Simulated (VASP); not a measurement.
# CdSe in VASP: further runs, part 2 of 2

VASP 6.6.1. The steps go on from the part before.

## 4. Electric field gradients, PBE (equal xy, yz and zx shear strains of -1 %)

The input, INCAR:

```
SYSTEM = CdSe
PREC     = Accurate       ! precision mode
ENCUT    = 400            ! plane-wave cutoff, eV
EDIFF    = 1E-8           ! SCF threshold, eV
ISMEAR   = -1             ! smearing method
SIGMA    = 0.03           ! smearing width, eV
LREAL    = .FALSE.        ! projectors in reciprocal space
LASPH    = .TRUE.         ! aspherical terms in the spheres
NELM     = 120            ! most SCF steps
ALGO     = Normal         ! electronic algorithm
ISIF     = 2              ! what is computed and relaxed
LWAVE    = .FALSE.        ! write WAVECAR
LCHARG   = .FALSE.        ! write CHGCAR
GGA      = PE             ! functional
LEFG     = .TRUE.       
NBANDS   = 16             ! bands
GGA_COMPAT= .FALSE.
```

The input, KPOINTS:

```
Automatic mesh
0
G
  8 8 8
  0 0 0
```

The input, POSCAR:

```
CdSe
1.0
   -0.0307027120      3.0549198426      3.0549198426
    3.0549198426     -0.0307027120      3.0549198426
    3.0549198426      3.0549198426     -0.0307027120
Cd Se
1 1
Direct
    0.0000000000      0.0000000000      0.0000000000
    0.2500000000      0.2500000000      0.2500000000
```

Potentials or basis: VASP PAW PBE potentials, release 64 (Cd, Se).

Run with:

```bash
> cat potpaw_PBE.64/Cd/POTCAR potpaw_PBE.64/Se/POTCAR > POTCAR
> mpirun -np 1 vasp_std > vasp.out
```

OUTCAR:

```text
SYSTEM = CdSe
   PREC = Accurate
   ENCUT = 400
   EDIFF = 1E-8
   ISMEAR = -1
   LREAL = .FALSE.
   LASPH = .TRUE.
   NELM = 120
   ISIF = 2
   GGA = PE

 ion  position               nearest neighbor table
   1  0.000  0.000  0.000-   2 2.63   2 2.67   2 2.67   2 2.67
   2  0.250  0.250  0.250-   1 2.63   1 2.67   1 2.67   1 2.67

  LATTYP: Found a trigonal (rhomboedric) cell.
 ALAT       =     4.3204181679
 COS(alpha) =     0.4899250057

  Lattice vectors:

[... 667 lines left out ...]

  FREE ENERGIE OF THE ION-ELECTRON SYSTEM (eV)
  ---------------------------------------------------
  free  energy   TOTEN  =        -5.4853635627 eV

  energy  without entropy=       -5.4853630701  energy(sigma->0) =       -5.48536332

 Electric field gradients (V/A^2)
---------------------------------------------------------------------
 ion       V_xx      V_yy      V_zz      V_xy      V_xz      V_yz
---------------------------------------------------------------------
   1      -0.000    -0.000     0.000    -5.355    -5.355    -5.355
   2      -0.000    -0.000     0.000    -2.149    -2.149    -2.149
---------------------------------------------------------------------

 Electric field gradients after diagonalization (V/A^2)
 (convention: |V_zz| > |V_xx| > |V_yy|)
----------------------------------------------------------------------
 ion       V_xx      V_yy      V_zz     asymmetry (V_yy - V_xx)/ V_zz
----------------------------------------------------------------------
   1       5.355     5.355   -10.711       0.000
   2       2.149     2.149    -4.298       0.000
----------------------------------------------------------------------

           NMR quadrupolar parameters

 Cq : quadrupolar parameter    Cq=e*Q*V_zz/h
 eta: asymmetry parameters     (V_yy - V_xx)/ V_zz
 Q  : nuclear electric quadrupole moment in mb (millibarn)
----------------------------------------------------------------------
 ion       Cq(MHz)       eta       Q (mb)
----------------------------------------------------------------------
   1      -0.026       0.000       1.000
   2      -0.010       0.000       1.000
----------------------------------------------------------------------
```

It took 33 s on 1 thread of Intel Xeon Platinum 8488C (Sapphire Rapids), shared host; peak memory 0.18 GiB.

Results:

```yaml
Free_energy: -5.4854 eV
Pressure: 1.2 GPa
Largest_force: 0.111 eV/Å
Band_gap_on_the_k_mesh: 0.53 eV
Largest_electric_field_gradient_by_atom: Cd -10.7; Se -4.3 V/Å²
```

Forces in eV/Å, atoms in the order of the input:
```
Cd  -0.064 -0.064 -0.064
Se   0.064  0.064  0.064
```

Stress tensor (GPa, compression positive):
```
1.21 0.44 0.44
0.44 1.21 0.44
0.44 0.44 1.21
```

Levels at points of the mesh, in eV from the valence-band top:
| k point | band 5 | band 6 | band 7 | band 8 | band 9 | band 10 | band 11 | band 12 | band 13 | band 14 |
| --- | --- | --- | --- | --- | --- | --- | --- | --- | --- | --- |
| (0.00, 0.00, 0.00) | -7.52 | -7.52 | -0.04 | -0.04 | 0.00 | 0.53 | 5.85 | 5.85 | 6.03 | 9.65 |
| (0.50, 0.00, 0.00) | -7.50 | -7.25 | -4.25 | -0.72 | -0.71 | 2.35 | 6.37 | 6.49 | 7.30 | 9.96 |
| (0.50, 0.50, 0.00) | -7.47 | -7.18 | -3.98 | -1.82 | -1.74 | 3.16 | 3.71 | 8.95 | 10.00 | 10.05 |
| (0.50, 0.50, 0.50) | -7.50 | -7.24 | -4.26 | -0.78 | -0.78 | 2.28 | 6.35 | 6.35 | 7.37 | 9.92 |

Electric field gradients, principal values (V/Å²):
```tsv
atom	least	middle	greatest (by size)
1 Cd	5.355	5.355	-10.711
2 Se	2.149	2.149	-4.298
```

Caveat: the cell differs from its parent crystal (equal xy, yz and zx shear strains of -1 %); without QUAD_EFG the Cq values of the log hold for a quadrupole moment of 1 mb, not for the nuclei.

## 5. Electric field gradients, PBE (equal xy, yz and zx shear strains of -2 %)

The input, INCAR:

```
SYSTEM = CdSe
PREC = Accurate ; ENCUT = 400
EDIFF = 1E-8 ; ISMEAR = -1
SIGMA = 0.03 ; LREAL = .False.
LASPH = .True. ; NELM = 120
ALGO = Normal ; ISIF = 2
LWAVE = .False. ; LCHARG = .False.
GGA = PE ; LEFG = .True.
NBANDS = 16 ; GGA_COMPAT = .False.
```

The input, KPOINTS:

```
Automatic mesh
0
Gamma
  8 8 8
  0 0 0
```

The input, POSCAR:

```
CdSe
1.0
   -0.0614054240      3.0395684866      3.0395684866
    3.0395684866     -0.0614054240      3.0395684866
    3.0395684866      3.0395684866     -0.0614054240
Cd Se
1 1
Direct
    0.0000000000      0.0000000000      0.0000000000
    0.2500000000      0.2500000000      0.2500000000
```

Potentials or basis: VASP PAW PBE potentials, release 64 (Cd, Se).

Run with:

```bash
> cat potpaw_PBE.64/Cd/POTCAR potpaw_PBE.64/Se/POTCAR > POTCAR
> mpirun -np 1 vasp_std > vasp.out
```

OUTCAR:

```text
SYSTEM = CdSe
   PREC = Accurate
   ENCUT = 400
   EDIFF = 1E-8
   ISMEAR = -1
   LREAL = .False.
   LASPH = .True.
   NELM = 120
   ISIF = 2
   GGA = PE

 ion  position               nearest neighbor table
   1  0.000  0.000  0.000-   2 2.61   2 2.68   2 2.68   2 2.68
   2  0.250  0.250  0.250-   1 2.61   1 2.68   1 2.68   1 2.68

  LATTYP: Found a trigonal (rhomboedric) cell.
 ALAT       =     4.2990375429
 COS(alpha) =     0.4797000918

  Lattice vectors:

 A1 = (  -0.0614054240,   3.0395684866,   3.0395684866)
 A2 = (   3.0395684866,  -0.0614054240,   3.0395684866)
 A3 = (   3.0395684866,   3.0395684866,  -0.0614054240)

Analysis of symmetry for initial positions (statically):
=====================================================================
 Subroutine PRICEL returns:
 Original cell was already a primitive cell.

 Routine SETGRP: Setting up the symmetry group for a
[... 644 lines left out ...]
  energy-cutoff  :      400.00
  volume of cell :       57.87
      direct lattice vectors                 reciprocal lattice vectors
    -0.061405424  3.039568487  3.039568487    -0.159594364  0.162884969  0.162884969
     3.039568487 -0.061405424  3.039568487     0.162884969 -0.159594364  0.162884969
     3.039568487  3.039568487 -0.061405424     0.162884969  0.162884969 -0.159594364

 POSITION                                       TOTAL-FORCE (eV/Angst)
 -----------------------------------------------------------------------------------
      0.00000      0.00000      0.00000        -0.136353     -0.136353     -0.136353
      1.50443      1.50443      1.50443         0.136353      0.136353      0.136353
 -----------------------------------------------------------------------------------
    total drift:                               -0.000137     -0.000137     -0.000137

  FREE ENERGIE OF THE ION-ELECTRON SYSTEM (eV)
  ---------------------------------------------------
  free  energy   TOTEN  =        -5.4778325090 eV

  energy  without entropy=       -5.4778320082  energy(sigma->0) =       -5.47783226

 Electric field gradients (V/A^2)
---------------------------------------------------------------------
 ion       V_xx      V_yy      V_zz      V_xy      V_xz      V_yz
---------------------------------------------------------------------
   1      -0.000     0.000    -0.000   -10.785   -10.785   -10.785
   2      -0.000    -0.000     0.000    -4.238    -4.238    -4.238
---------------------------------------------------------------------

 Electric field gradients after diagonalization (V/A^2)
 (convention: |V_zz| > |V_xx| > |V_yy|)
----------------------------------------------------------------------
 ion       V_xx      V_yy      V_zz     asymmetry (V_yy - V_xx)/ V_zz
----------------------------------------------------------------------
   1      10.785    10.785   -21.570       0.000
   2       4.238     4.238    -8.475       0.000
----------------------------------------------------------------------

           NMR quadrupolar parameters

 Cq : quadrupolar parameter    Cq=e*Q*V_zz/h
 eta: asymmetry parameters     (V_yy - V_xx)/ V_zz
 Q  : nuclear electric quadrupole moment in mb (millibarn)
----------------------------------------------------------------------
 ion       Cq(MHz)       eta       Q (mb)
----------------------------------------------------------------------
   1      -0.052       0.000       1.000
   2      -0.020       0.000       1.000
----------------------------------------------------------------------
```

OSZICAR:

```text
N       E                     dE             d eps       ncg     rms          rms(c)
DAV:   1     0.909975524476E+02    0.90998E+02   -0.77275E+03  2112   0.819E+02
DAV:   2    -0.254490690230E+01   -0.93542E+02   -0.89320E+02  2600   0.225E+02
DAV:   3    -0.584679963587E+01   -0.33019E+01   -0.32979E+01  2432   0.445E+01
DAV:   4    -0.585958941754E+01   -0.12790E-01   -0.12789E-01  2712   0.271E+00
DAV:   5    -0.585967489403E+01   -0.85476E-04   -0.85476E-04  2472   0.191E-01    0.593E+00
DAV:   6    -0.549863073369E+01    0.36104E+00   -0.54742E-01  3152   0.864E+00    0.472E+00
DAV:   7    -0.547669643641E+01    0.21934E-01   -0.14218E-01  2496   0.249E+00    0.204E+00
DAV:   8    -0.547752346766E+01   -0.82703E-03   -0.13071E-02  2304   0.137E+00    0.248E-01
DAV:   9    -0.547771212332E+01   -0.18866E-03   -0.13718E-03  2608   0.467E-01    0.464E-02
DAV:  10    -0.547778188490E+01   -0.69762E-04   -0.15276E-04  2584   0.150E-01    0.434E-02
DAV:  11    -0.547783199801E+01   -0.50113E-04   -0.81368E-05  2544   0.563E-02    0.165E-02
DAV:  12    -0.547783178610E+01    0.21191E-06   -0.19970E-06  2448   0.168E-02    0.551E-03
DAV:  13    -0.547783241458E+01   -0.62848E-06   -0.17497E-06  2544   0.676E-03    0.279E-03
DAV:  14    -0.547783240401E+01    0.10572E-07   -0.47709E-08  2560   0.154E-03    0.183E-03
DAV:  15    -0.547783251900E+01   -0.11499E-06   -0.16644E-08  2576   0.930E-04    0.331E-04
DAV:  16    -0.547783250848E+01    0.10516E-07   -0.55833E-10  1456   0.187E-04    0.114E-04
DAV:  17    -0.547783250895E+01   -0.46725E-09   -0.10987E-10  1256   0.759E-05
   1 F= -.54778325E+01 E0= -.54778323E+01  d E =-.500778E-06
```

stdout:

```text
POSCAR found type information on POSCAR CdSe
 POSCAR found :  2 types and       2 ions
 scaLAPACK will be used
 LDA part: xc-table for (Slater+PW92), standard interpolation
 POSCAR, INCAR and KPOINTS ok, starting setup
 FFT: planning ... GRIDC
 FFT: planning ... GRID_SOFT
 FFT: planning ... GRID
 WAVECAR not read
 entering main loop
ion   1

ion   2
```

Run time: 36 s. Hardware: 1 thread of Intel Xeon Platinum 8488C (Sapphire Rapids), shared host; peak memory 0.18 GiB.

What came out:

- Free energy: -5.4778 eV
- Pressure: 1.3 GPa
- Largest force: 0.236 eV/Å
- Band gap on the k mesh: 0.52 eV
- Largest electric field gradient by atom: Cd -21.6; Se -8.5 V/Å²

Forces on the atoms (eV/Å):
```
Cd  -0.136 -0.136 -0.136
Se   0.136  0.136  0.136
```

Levels at points of the mesh, in eV from the valence-band top:
| k point | band 6 | band 7 | band 8 | band 9 | band 10 | band 11 | band 12 | band 13 |
| --- | --- | --- | --- | --- | --- | --- | --- | --- |
| (0.00, 0.00, 0.00) | -7.54 | -0.06 | -0.06 | 0.00 | 0.52 | 5.77 | 5.77 | 6.15 |
| (0.50, 0.00, 0.00) | -7.27 | -4.26 | -0.72 | -0.71 | 2.35 | 6.32 | 6.55 | 7.26 |
| (0.50, 0.50, 0.00) | -7.20 | -3.99 | -1.87 | -1.72 | 3.13 | 3.71 | 8.90 | 9.96 |
| (0.50, 0.50, 0.50) | -7.24 | -4.28 | -0.84 | -0.84 | 2.21 | 6.28 | 6.28 | 7.41 |

Electric field gradients, principal values (V/Å²):
```
atom   least  middle  greatest (by size)
1 Cd  10.785  10.785             -21.570
2 Se   4.238   4.238              -8.475
```

Caveat: the cell differs from its parent crystal (equal xy, yz and zx shear strains of -2 %); without QUAD_EFG the Cq values of the log hold for a quadrupole moment of 1 mb, not for the nuclei.

## 6. Electric field gradients, PBE (equal xy, yz and zx shear strains of +1 %)

The input, INCAR:

```
ALGO = Normal
EDIFF = 1E-8
ENCUT = 400
GGA = PE
GGA_COMPAT = F
ISIF = 2
ISMEAR = -1
LASPH = T
LCHARG = F
LEFG = T
LREAL = F
LWAVE = F
NBANDS = 16
NELM = 120
PREC = Accurate
SIGMA = 0.03
```

The input, KPOINTS:

```
k-points
0
Gamma
  8 8 8
```

The input, POSCAR:

```
CdSe
1.0
    0.0307027120      3.0856225546      3.0856225546
    3.0856225546      0.0307027120      3.0856225546
    3.0856225546      3.0856225546      0.0307027120
Cd Se
1 1
Direct
    0.0000000000      0.0000000000      0.0000000000
    0.2500000000      0.2500000000      0.2500000000
```

Potentials or basis: VASP PAW PBE potentials, release 64 (Cd, Se).

Run with:

```bash
> cat potpaw_PBE.64/Cd/POTCAR potpaw_PBE.64/Se/POTCAR > POTCAR
> mpirun -np 1 vasp_std > vasp.out
```

OUTCAR:

```text
EDIFF = 1E-8
   ENCUT = 400
   GGA = PE
   ISIF = 2
   ISMEAR = -1
   LASPH = T
   LREAL = F
   NELM = 120
   PREC = Accurate

 ion  position               nearest neighbor table
   1  0.000  0.000  0.000-   2 2.65   2 2.65   2 2.65   2 2.69
   2  0.250  0.250  0.250-   1 2.65   1 2.65   1 2.65   1 2.69

  LATTYP: Found a trigonal (rhomboedric) cell.
 ALAT       =     4.3638372742
 COS(alpha) =     0.5099250056

  Lattice vectors:

 A1 = (   0.0307027120,   3.0856225546,   3.0856225546)
 A2 = (   3.0856225546,   0.0307027120,   3.0856225546)
 A3 = (   3.0856225546,   3.0856225546,   0.0307027120)

Analysis of symmetry for initial positions (statically):
=====================================================================
 Subroutine PRICEL returns:
 Original cell was already a primitive cell.

 Routine SETGRP: Setting up the symmetry group for a
 trigonal (rhombohedral) supercell.

[... 644 lines left out ...]
      direct lattice vectors                 reciprocal lattice vectors
     0.030702712  3.085622555  3.085622555    -0.164480665  0.162860166  0.162860166
     3.085622555  0.030702712  3.085622555     0.162860166 -0.164480665  0.162860166
     3.085622555  3.085622555  0.030702712     0.162860166  0.162860166 -0.164480665

 POSITION                                       TOTAL-FORCE (eV/Angst)
 -----------------------------------------------------------------------------------
      0.00000      0.00000      0.00000         0.057507      0.057507      0.057507
      1.55049      1.55049      1.55049        -0.057507     -0.057507     -0.057507
 -----------------------------------------------------------------------------------
    total drift:                                0.000052      0.000052      0.000052

  FREE ENERGIE OF THE ION-ELECTRON SYSTEM (eV)
  ---------------------------------------------------
  free  energy   TOTEN  =        -5.4854204353 eV

  energy  without entropy=       -5.4854199345  energy(sigma->0) =       -5.48542018

 Electric field gradients (V/A^2)
---------------------------------------------------------------------
 ion       V_xx      V_yy      V_zz      V_xy      V_xz      V_yz
---------------------------------------------------------------------
   1      -0.000    -0.000     0.000     5.270     5.270     5.270
   2       0.000    -0.000    -0.000     2.214     2.214     2.214
---------------------------------------------------------------------

 Electric field gradients after diagonalization (V/A^2)
 (convention: |V_zz| > |V_xx| > |V_yy|)
----------------------------------------------------------------------
 ion       V_xx      V_yy      V_zz     asymmetry (V_yy - V_xx)/ V_zz
----------------------------------------------------------------------
   1      -5.270    -5.270    10.540       0.000
   2      -2.214    -2.214     4.428       0.000
----------------------------------------------------------------------

           NMR quadrupolar parameters

 Cq : quadrupolar parameter    Cq=e*Q*V_zz/h
 eta: asymmetry parameters     (V_yy - V_xx)/ V_zz
 Q  : nuclear electric quadrupole moment in mb (millibarn)
----------------------------------------------------------------------
 ion       Cq(MHz)       eta       Q (mb)
----------------------------------------------------------------------
   1       0.025       0.000       1.000
   2       0.011       0.000       1.000
----------------------------------------------------------------------
```

Wall time 39 s (1 thread of Intel Xeon Platinum 8488C (Sapphire Rapids), shared host); peak memory 0.18 GiB.

Results:

```yaml
Free_energy: -5.4854 eV
Pressure: 1.2 GPa
Largest_force: 0.100 eV/Å
Band_gap_on_the_k_mesh: 0.54 eV
Largest_electric_field_gradient_by_atom: Cd +10.5; Se +4.4 V/Å²
```

Forces on the atoms (eV/Å):
```
Cd   0.058  0.058  0.058
Se  -0.058 -0.058 -0.058
```

Stress tensor (GPa, compression positive):
```
 1.21 -0.42 -0.42
-0.42  1.21 -0.42
-0.42 -0.42  1.21
```

Electric field gradients, principal values (V/Å²):
```csv
atom,least,middle,greatest (by size)
1 Cd,-5.270,-5.270,10.540
2 Se,-2.214,-2.214,4.428
```

Caveat: the cell differs from its parent crystal (equal xy, yz and zx shear strains of +1 %); without QUAD_EFG the Cq values of the log hold for a quadrupole moment of 1 mb, not for the nuclei.

## 7. Summary

| cell | gap on the mesh (eV) | pressure (GPa) | largest force (eV/Å) |
| --- | --- | --- | --- |
| a = 4.299, b = 4.299, c = 4.255 Å, angles 60.3, 60.3, 59.3°, 2 atoms | 0.61 | 3.5 | - |
| a = 4.364, b = 4.364, c = 4.385 Å, angles 59.8, 59.8, 60.3°, 2 atoms | 0.49 | 0.2 | - |
| a = 4.320 Å, angles 60.7°, 2 atoms | 0.53 | 1.2 | 0.11 |
| a = 4.299 Å, angles 61.3°, 2 atoms | 0.52 | 1.3 | 0.24 |
| a = 4.364 Å, angles 59.3°, 2 atoms | 0.54 | 1.2 | 0.10 |

Alike in all rows: task electric field gradients; level PBE; potentials or basis VASP PAW PBE potentials, release 64 (Cd, Se); no spin polarisation; k mesh 8 × 8 × 8; cutoff (eV) 400; smearing fermi-dirac 0.03 eV.

Caveats: the cell stands under pressure (at least some runs).

Absolute energies hang on the potentials; compare differences alone.
